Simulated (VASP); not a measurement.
**Mg: single point with PBEsol**

Mg:

```
Mg
1.0
     3.16480    0.00000    0.00000
    -1.58240    2.74079    0.00000
     0.00000    0.00000   10.44464
Mg
4
Direct
  0.66667 0.33333 0.75000
  0.00000 0.00000 0.50000
  0.33333 0.66667 0.25000
  0.00000 0.00000 0.00000
```

```json
{
 "Program": "VASP 6.6.1",
 "Task": "single point",
 "Functional": "PBEsol",
 "Potentials or basis": "VASP PAW PBE potentials, release 64 (Mg)",
 "Cutoff": "520 eV",
 "k mesh": "10 × 10 × 3",
 "Occupations": "fermi-dirac, width 0.05 eV",
 "Spin": "no spin polarisation"
}
```

```json
{
  "Pressure": "0.0 GPa",
  "Band gap on the k mesh": "zero (bands 4 and 5 overlap by 1.98 eV)"
}
```

Levels at points of the mesh, in eV from the Fermi level:
```
           k point  band 1  band 2  band 3  band 4  band 5  band 6  band 7  band 8
(0.00, 0.00, 0.00)   -7.11   -5.74   -5.73   -1.91   -1.51    4.69    4.70   11.08
(0.50, 0.00, 0.00)   -2.24   -2.22   -1.20   -1.16   -0.61   -0.57    2.62    2.79
```

Wall time 12 s on 1 thread of AMD EPYC 9R45 96-Core Processor (Zen 5), on a shared host, peak memory 0.17 GiB.

Caveat: the PAW data sets were made with another functional, which shifts forces and pressure a little.
